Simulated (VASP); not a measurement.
Here is a VASP 6.6.1 calculation.

Contents of INCAR:

```
ALGO = Normal
EDIFF = 1E-6
ENCUT = 520
GGA = PS
ISIF = 2
ISMEAR = 0
LASPH = T
LCHARG = T
LELF = T
LREAL = F
LVHAR = T
LWAVE = F
NBANDS = 64
NELM = 80
PREC = Accurate
SIGMA = 0.05
```

File KPOINTS:

```
k-points
0
Gamma
  9 9 1
```

Contents of POSCAR:

```
Te2Mo
1.0
    3.4932091909      0.0000000000      0.0000000000
   -1.7466045954      3.0252079000      0.0000000000
    0.0000000000      0.0000000000     37.5161156315
Te Mo
8 4
Direct
    0.3333333333      0.6666666667      0.8493797523
    0.3333333333      0.6666666667      0.2318351738
    0.6666666667      0.3333333333      0.6719958813
    0.6666666667      0.3333333333      0.0453069351
    0.6666666667      0.3333333333      0.7681648262
    0.6666666667      0.3333333333      0.1415574758
    0.3333333333      0.6666666667      0.9546930649
    0.3333333333      0.6666666667      0.3280041187
    0.3333333333      0.6666666667      0.7200184287
    0.3333333333      0.6666666667      0.0934314856
    0.6666666667      0.3333333333      0.9065685144
    0.6666666667      0.3333333333      0.2799815713
```

Potentials or basis: VASP PAW PBE potentials, release 64 (Te, Mo_sv).

The run is started by

```sh
$ cat potpaw_PBE.64/Te/POTCAR potpaw_PBE.64/Mo_sv/POTCAR > POTCAR
$ mpirun -np 1 vasp_std > vasp.out
```

Task: Predict the band gap on the k mesh.

Result: 0.60 eV, indirect (least direct gap 0.94 eV).

Task: Predict the largest force.

Result: 2.668 eV/Å.

Forces in eV/Å, atoms in the order of the input:
```
Te   0.000  0.000  2.668
Te   0.000  0.000 -0.037
Te   0.000  0.000 -0.033
Te   0.000  0.000 -0.035
Te   0.000  0.000 -0.069
Te   0.000  0.000  0.029
Te   0.000  0.000 -0.399
Te   0.000  0.000  0.030
Mo   0.000  0.000 -0.028
Mo   0.000  0.000  0.010
Mo   0.000  0.000 -2.143
Mo   0.000  0.000  0.006
```

Caveat: the cell differs from its parent crystal (atom 1 (Te) moved by +0.000 Å along x and -0.340 Å along [0 0 1]); the PAW data sets were made with another functional, which shifts forces and pressure a little; spin-orbit coupling is left out, which moves the levels of the heavy elements.
